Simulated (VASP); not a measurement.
## Te2Mo: single point with PBEsol

The system is Te2Mo, a slab with vacuum.

```
Te Mo
1.0
     3.56039    0.00000    0.00000
    -1.78020    3.08339    0.00000
     0.00000    0.00000   24.81126
Te Mo
4 2
Cartesian
  0.0000 2.0556 1.9693
  1.7802 1.0278 19.2625
  1.7802 1.0278 22.8420
  0.0000 2.0556 5.5488
  0.0000 2.0556 21.0513
  1.7802 1.0278 3.7599
```

| Quantity | Value |
| --- | --- |
| Program | VASP 6.6.1 |
| Task | single point |
| Functional | PBEsol |
| Potentials or basis | VASP PAW PBE potentials, release 64 (Te, Mo_sv) |
| Cutoff | 520 eV |
| k mesh | 9 × 9 × 2 |
| Occupations | fermi-dirac, width 0.05 eV |
| Spin | no spin polarisation |

| Property | Result |
| --- | --- |
| Largest force | 0.136 eV/Å |
| Band gap on the k mesh | 1.02 eV, direct |

Forces in eV/Å, atoms in the order of the input:
```
Te   0.000  0.000  0.073
Te   0.000  0.000  0.136
Te   0.000  0.000 -0.073
Te   0.000  0.000 -0.136
Mo   0.000  0.000  0.006
Mo   0.000  0.000 -0.006
```

Levels at points of the mesh, in eV from the valence-band top:
```tsv
k point	band 23	band 24	band 25	band 26	band 27	band 28	band 29	band 30
(0.00, 0.00, 0.00)	-0.92	-0.92	-0.52	-0.11	3.04	3.04	3.06	3.06
(0.00, 0.00, 0.50)	-0.92	-0.92	-0.52	-0.11	3.04	3.04	3.06	3.06
```

Wall time 5.7 min on 1 thread of Intel(R) Xeon(R) Platinum 8259CL CPU @ 2.50GHz (Skylake/Cascade Lake), on a shared host, peak memory 0.49 GiB.

Caveat: the PAW data sets were made with another functional, which shifts forces and pressure a little; spin-orbit coupling is left out, which moves the levels of the heavy elements.
